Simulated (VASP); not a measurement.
# FeO (Fm-3m) in VASP: single point with PBE+U

Aim: the single point of FeO with PBE+U.

All numbers are computed with VASP 6.6.1; they aren't measurements. Logs are shortened: lines on timing, memory, paths and dates and some standing lists are left out, and cuts for length are marked.

### 1 The cell of the first run

Symmetry: Fm-3m, No. 225, cubic system. The conventional cell has a = 4.405 Å, b = 4.405 Å, c = 4.405 Å, α = 90.00°, β = 90.00°, γ = 90.00°. Fe (site symmetry m-3m) has 6 O at 2.20 Å within 2.9 Å. Within 2.9 Å of O (site symmetry m-3m) lie 6 Fe at 2.20 Å.

### 2 Single point, PBE+U, collinear spin, ferromagnetic start

File INCAR:

```
SYSTEM = FeO
PREC = Accurate
ENCUT = 700
EDIFF = 1E-6
ISMEAR = 0
SIGMA = 0.05
LREAL = .FALSE.
LASPH = .TRUE.
NELM = 200
ALGO = Normal
ISIF = 2
LWAVE = .FALSE.
LCHARG = .FALSE.
ISPIN = 2
MAGMOM = 4 4 0 0
LORBIT = 11
LMAXMIX = 4
LDAU = .TRUE.
LDAUTYPE = 2
LDAUL = 2 -1
LDAUU = 4 0
LDAUJ = 0 0
LDAUPRINT = 1
GGA = PE
NBANDS = 34
GGA_COMPAT = .FALSE.
```

File KPOINTS:

```
Automatic mesh
0
G
  5 5 3
  0 0 0
```

File POSCAR:

```
FeO
1.0
    0.0000000000      2.2025485815     -2.2025485815
    0.0000000000      2.2025485815      2.2025485815
    4.4050971630      0.0000000000      0.0000000000
Fe O
2 2
Direct
    0.0000000000      0.0000000000      0.0000000000
    0.5000000000      0.5000000000      0.5000000000
    0.0000000000      1.0000000000      0.5000000000
    0.5000000000      1.5000000000      1.0000000000
```

Potentials or basis: VASP PAW PBE potentials, release 64 (Fe_sv, O).

Command:

```sh
> cat potpaw_PBE.64/Fe_sv/POTCAR potpaw_PBE.64/O/POTCAR > POTCAR
> mpirun -np 1 vasp_std > vasp.out
```

OUTCAR:

```text
SYSTEM = FeO
   PREC = Accurate
   ENCUT = 700
   EDIFF = 1E-6
   ISMEAR = 0
   LREAL = .FALSE.
   LASPH = .TRUE.
   NELM = 200
   ISIF = 2
   ISPIN = 2
   LORBIT = 11
   GGA = PE

 ion  position               nearest neighbor table
   1  0.000  0.000  0.000-   3 2.20   4 2.20   3 2.20   4 2.20   4 2.20   4 2.20
   2  0.500  0.500  0.500-   3 2.20   4 2.20   4 2.20   3 2.20   3 2.20   3 2.20
   3  0.000  0.000  0.500-   1 2.20   2 2.20   1 2.20   2 2.20   2 2.20   2 2.20
   4  0.500  0.500  0.000-   1 2.20   2 2.20   2 2.20   1 2.20   1 2.20   1 2.20

  LATTYP: Found a simple tetragonal cell.
 ALAT       =     3.1148740757
 C/A-ratio  =     1.4142135624

  Lattice vectors:

 A1 = (   0.0000000000,   2.2025485815,  -2.2025485815)
 A2 = (   0.0000000000,   2.2025485815,   2.2025485815)
 A3 = (   4.4050971630,   0.0000000000,   0.0000000000)

Analysis of symmetry for initial positions (statically):
=====================================================================
 Subroutine PRICEL returns following result:

  LATTYP: Found a face centered cubic cell.
 ALAT       =     4.4050971630
[... 12 lines left out ...]
 Subroutine GETGRP returns: Found 16 space group operations
 (whereof 16 operations were pure point group operations)
 out of a pool of 16 trial point group operations.

The static configuration has the point symmetry D_4h.

Analysis of symmetry for dynamics (positions and initial velocities):
=====================================================================
 Subroutine PRICEL returns following result:

  LATTYP: Found a face centered cubic cell.
 ALAT       =     4.4050971630
[... 12 lines left out ...]
 Subroutine GETGRP returns: Found 16 space group operations
 (whereof 16 operations were pure point group operations)
 out of a pool of 16 trial point group operations.

The dynamic configuration has the point symmetry D_4h.

Analysis of structural, dynamic, and magnetic symmetry:
=====================================================================
 Subroutine PRICEL returns following result:

  LATTYP: Found a face centered cubic cell.
 ALAT       =     4.4050971630
[... 12 lines left out ...]
 Subroutine GETGRP returns: Found 16 space group operations
 (whereof 16 operations were pure point group operations)
 out of a pool of 16 trial point group operations.

The overall configuration has the point symmetry D_4h.

 Subroutine INISYM returns: Found 16 space group operations
 (whereof 16 operations are pure point group operations),
 and found     2 'primitive' translations

----------------------------------------------------------------------------------------

                                     Primitive cell

  volume of cell :      21.3701

  direct lattice vectors                    reciprocal lattice vectors
    -2.202548582 -2.202548582  0.000000000    -0.227009749 -0.227009749  0.227009749
    -2.202548582  0.000000000 -2.202548582    -0.227009749  0.227009749 -0.227009749
    -0.000000000 -2.202548582 -2.202548582     0.227009749 -0.227009749 -0.227009749

  length of vectors
     3.114874076  3.114874076  3.114874076     0.393192419  0.393192419  0.393192419

  position of ions in fractional coordinates (direct lattice)
     0.000000000  0.000000000  0.000000000
     0.500000000  0.500000000  0.500000000

  ion indices of the primitive-cell ions
   primitive index   ion index
                 1           1
                 2           3

----------------------------------------------------------------------------------------

[... 124 lines left out ...]
  o =  0.2476  v =  0.0000  0.0000  0.0000  0.0000  0.0000  1.0000  0.0000  0.0000  0.0000  0.0000      0.0000  0.0000  0.0000  0.0000  0.0000  0.0000  0.0000  0.0000  0.0000  0.0000
  o =  0.3009  v =  0.0000  0.0000  0.0000  0.0000  0.0000  0.0000 -1.0000 -0.0000  0.0000 -0.0000      0.0000  0.0000  0.0000  0.0000  0.0000  0.0000  0.0000  0.0000  0.0000  0.0000
  o =  0.9046  v =  0.0000 -1.0000  0.0000  0.0000 -0.0000  0.0000  0.0000  0.0000  0.0000  0.0000      0.0000  0.0000  0.0000  0.0000  0.0000  0.0000  0.0000  0.0000  0.0000  0.0000
  o =  0.9051  v =  0.0000 -0.0000  0.0000 -1.0000 -0.0000  0.0000  0.0000  0.0000  0.0000  0.0000      0.0000  0.0000  0.0000  0.0000  0.0000  0.0000  0.0000  0.0000  0.0000  0.0000
  o =  0.9051  v =  1.0000  0.0000  0.0000  0.0000  0.0000  0.0000  0.0000  0.0000  0.0000  0.0000      0.0000  0.0000  0.0000  0.0000  0.0000  0.0000  0.0000  0.0000  0.0000  0.0000
  o =  0.9325  v =  0.0000  0.0000  0.8660  0.0000  0.5000  0.0000  0.0000  0.0000  0.0000  0.0000      0.0000  0.0000  0.0000  0.0000  0.0000  0.0000  0.0000  0.0000  0.0000  0.0000
  o =  0.9325  v =  0.0000 -0.0000 -0.5000 -0.0000  0.8660  0.0000  0.0000  0.0000  0.0000  0.0000      0.0000  0.0000  0.0000  0.0000  0.0000  0.0000  0.0000  0.0000  0.0000  0.0000

atom =   2  type =  1  l = 2

 onsite density matrix

spin component  1

  0.9051 -0.0000  0.0000  0.0000 -0.0000
 -0.0000  0.9046  0.0000 -0.0000 -0.0000
  0.0000  0.0000  0.9325 -0.0000 -0.0000
  0.0000 -0.0000 -0.0000  0.9051  0.0000
 -0.0000 -0.0000 -0.0000  0.0000  0.9325

spin component  2

  0.2476 -0.0000  0.0000  0.0000 -0.0000
 -0.0000  0.3009  0.0000 -0.0000 -0.0000
  0.0000  0.0000  0.0661 -0.0000 -0.0001
  0.0000 -0.0000 -0.0000  0.2476  0.0000
 -0.0000 -0.0000 -0.0001  0.0000  0.0662

 occupancies and eigenvectors

  o =  0.0660  v =  0.0000  0.0000  0.0000  0.0000  0.0000  0.0000 -0.0000  0.8660 -0.0000  0.5000      0.0000  0.0000  0.0000  0.0000  0.0000  0.0000  0.0000  0.0000  0.0000  0.0000
  o =  0.0663  v =  0.0000  0.0000  0.0000  0.0000  0.0000  0.0000 -0.0000  0.5000  0.0000 -0.8660      0.0000  0.0000  0.0000  0.0000  0.0000  0.0000  0.0000  0.0000  0.0000  0.0000
  o =  0.2476  v =  0.0000  0.0000  0.0000  0.0000  0.0000  0.0000  0.0000  0.0000 -1.0000 -0.0000      0.0000  0.0000  0.0000  0.0000  0.0000  0.0000  0.0000  0.0000  0.0000  0.0000
  o =  0.2476  v =  0.0000  0.0000  0.0000  0.0000  0.0000  1.0000  0.0000  0.0000  0.0000  0.0000      0.0000  0.0000  0.0000  0.0000  0.0000  0.0000  0.0000  0.0000  0.0000  0.0000
  o =  0.3009  v =  0.0000  0.0000  0.0000  0.0000  0.0000  0.0000 -1.0000 -0.0000 -0.0000  0.0000      0.0000  0.0000  0.0000  0.0000  0.0000  0.0000  0.0000  0.0000  0.0000  0.0000
  o =  0.9046  v =  0.0000 -1.0000  0.0000  0.0000 -0.0000  0.0000  0.0000  0.0000  0.0000  0.0000      0.0000  0.0000  0.0000  0.0000  0.0000  0.0000  0.0000  0.0000  0.0000  0.0000
  o =  0.9051  v =  0.0000 -0.0000 -0.0000 -1.0000  0.0000  0.0000  0.0000  0.0000  0.0000  0.0000      0.0000  0.0000  0.0000  0.0000  0.0000  0.0000  0.0000  0.0000  0.0000  0.0000
  o =  0.9051  v =  1.0000  0.0000  0.0000  0.0000  0.0000  0.0000  0.0000  0.0000  0.0000  0.0000      0.0000  0.0000  0.0000  0.0000  0.0000  0.0000  0.0000  0.0000  0.0000  0.0000
  o =  0.9325  v =  0.0000  0.0000  0.8660 -0.0000  0.5000  0.0000  0.0000  0.0000  0.0000  0.0000      0.0000  0.0000  0.0000  0.0000  0.0000  0.0000  0.0000  0.0000  0.0000  0.0000
  o =  0.9325  v =  0.0000 -0.0000 -0.5000  0.0000  0.8660  0.0000  0.0000  0.0000  0.0000  0.0000      0.0000  0.0000  0.0000  0.0000  0.0000  0.0000  0.0000  0.0000  0.0000  0.0000

 number of electron      44.0000045 magnetization       8.0266685

 Free energy of the ion-electron system (eV)
  ---------------------------------------------------
  ext. energy  EPLUGINS =         0.00000000
  ---------------------------------------------------
  free energy    TOTEN  =       -25.33185841 eV

  energy without entropy =      -25.32433476  energy(sigma->0) =      -25.32809659

 E-fermi :   9.6091     XC(G=0): -12.1500

 val. band max:        9.5788655240   @ k =   0.4000   0.0000   0.0000
 cond. band min:       9.6127343565   @ k =   0.2000   0.0000   0.3333
 fundamental gap:      0.0338688325
 Fermi energy:         9.6090838327

 spin component 1

 k-point     1 :       0.0000    0.0000    0.0000
  band No.  band energies     occupation
      1     -81.3310      1.00000
      2     -81.3261      1.00000
      3     -47.4591      1.00000
      4     -47.4239      1.00000
      5     -47.3283      1.00000
      6     -47.3283      1.00000
[... 433 lines left out ...]
     33      21.2903      0.00000
     34      21.7562      0.00000
 Fermi energy:         9.6090838327

 spin component 2

 k-point     1 :       0.0000    0.0000    0.0000
  band No.  band energies     occupation
      1     -76.9617      1.00000
      2     -76.9557      1.00000
      3     -43.1451      1.00000
      4     -43.1001      1.00000
      5     -43.0807      1.00000
      6     -43.0807      1.00000
[... 433 lines left out ...]
     33      22.2309      0.00000
     34      22.6858      0.00000

------------------------ aborting loop because EDIFF is reached ----------------------------------------

  FORCE on cell =-STRESS in cart. coord.  units (eV):
  Direction    XX          YY          ZZ          XY          YZ          ZX
  --------------------------------------------------------------------------------------
  -------------------------------------------------------------------------------------
  Total       -2.5414454     -2.7068486     -2.7068486      0.0000000      0.0000000     -0.0000000
  in kB      -95.2697181   -101.4700957   -101.4700957      0.0000000      0.0000000     -0.0000000
  external PRESSURE =     -99.4033032 kB  Pullay stress =       0.0000000 kB

 VOLUME and BASIS-vectors are now :
 -----------------------------------------------------------------------------
  energy-cutoff  :      700.00
  volume of cell :       42.74
      direct lattice vectors                 reciprocal lattice vectors
     0.000000000  2.202548581 -2.202548581     0.000000000  0.227009749 -0.227009749
     0.000000000  2.202548581  2.202548581     0.000000000  0.227009749  0.227009749
     4.405097163  0.000000000  0.000000000     0.227009749  0.000000000  0.000000000

 POSITION                                       TOTAL-FORCE (eV/Angst)
 -----------------------------------------------------------------------------------
      0.00000      0.00000      0.00000         0.000000     -0.000000     -0.000000
      2.20255      2.20255      0.00000        -0.000000      0.000000     -0.000000
      2.20255      0.00000      0.00000         0.000000      0.000000      0.000000
      0.00000      2.20255      0.00000         0.000000      0.000000      0.000000
 -----------------------------------------------------------------------------------
    total drift:                                0.000000      0.000000      0.000000

  FREE ENERGIE OF THE ION-ELECTRON SYSTEM (eV)
  ---------------------------------------------------
  free  energy   TOTEN  =       -25.3318584134 eV

  energy  without entropy=      -25.3243347610  energy(sigma->0) =      -25.32809659

 total charge

# of ion       s       p       d       tot
------------------------------------------
    1        2.102   5.994   5.485  13.581
    2        2.102   5.994   5.485  13.581
    3        1.551   3.431   0.000   4.981
    4        1.551   3.431   0.000   4.981
--------------------------------------------------
tot          7.306  18.849  10.970  37.125

 magnetization (x)

# of ion       s       p       d       tot
------------------------------------------
    1        0.015   0.010   3.641   3.666
    2        0.015   0.010   3.641   3.666
    3        0.023   0.185   0.000   0.208
    4        0.023   0.185   0.000   0.208
--------------------------------------------------
tot          0.076   0.390   7.282   7.748
```

It took 4.7 min on 1 thread of Intel Xeon Platinum 8375C at 2.90GHz (Ice Lake), shared host; peak memory 0.22 GiB.

Results:

```yaml
Free_energy: -25.3319 eV
Pressure: -9.9 GPa
Band_gap_on_the_k_mesh: zero (filled and empty bands overlap)
Net_moment: 8.03 μB per cell
Site_moments: Fe +3.67; O +0.21 μB
Valence_electrons_inside_the_program's_atomic_spheres: Fe 13.58; O 4.98
```

Eigenvalues of the final occupation matrices:
| site | spin | trace | eigenvalues |
| --- | --- | --- | --- |
| site 1 d | 1 | 4.58 | 0.90 0.91 0.91 0.93 0.93 |
| site 1 d | 2 | 0.93 | 0.07 0.07 0.25 0.25 0.30 |
| site 2 d | 1 | 4.58 | 0.90 0.91 0.91 0.93 0.93 |
| site 2 d | 2 | 0.93 | 0.07 0.07 0.25 0.25 0.30 |

Caveat: the k points lie up to 0.48 Å⁻¹ apart, too coarse for converged energies and pressures of a metal; the run started ferromagnetic, and an antiferromagnetic order may lie lower in energy. The state reached can hang on the start; a lower one may exist.

The gap in the log of VASP goes by the Fermi energy; the results here count the filled bands.